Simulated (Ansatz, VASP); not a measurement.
**Two plane-wave programs on SiNi2**

```
CELL_PARAMETERS angstrom
3.75346 0.00000 0.00000
-1.87673 3.25059 0.00000
0.00000 0.00000 4.77901
ATOMIC_POSITIONS crystal
Si 0.33333 0.66667 0.75000
Si 0.66667 0.33333 0.25000
Ni 0.00000 0.00000 0.00000
Ni 0.00000 0.00000 0.50000
Ni 0.33333 0.66667 0.25000
Ni 0.66667 0.33333 0.75000
```

Change from the starting cell: strain -0.030 along x and y, -0.030 along z, atoms carried along.

Alike in both runs: task single point; functional r2SCAN; k mesh 12 × 12 × 10; occupations gaussian, width 0.15 eV; no spin polarisation.

```csv
,VASP,Ansatz
version,VASP 6.6.1,Ansatz 0.2.0
potentials or method,"VASP PAW PBE potentials, release 64 (Si, Ni), cutoff 520 eV","scalar-relativistic, plane waves, PAW"
valence electrons in the cell,48,80
```

|  | VASP | Ansatz | Ansatz less VASP |
| --- | --- | --- | --- |
| gap on the k mesh at the Fermi level (eV) | none | none | - |
| pressure (GPa) | 26.2 | 25.9 | -0.37 |
| traceless stress, the component that is largest in VASP (GPa) | -2.86 | -2.76 | +0.103 |

VASP's potentials were made for PBE, not for r2SCAN. A gap of «none» marks a metal or a gap that the smearing closes. VASP's potentials hold 48 valence electrons a cell and Ansatz's 80, so a difference there can come from the potentials and not from the codes.
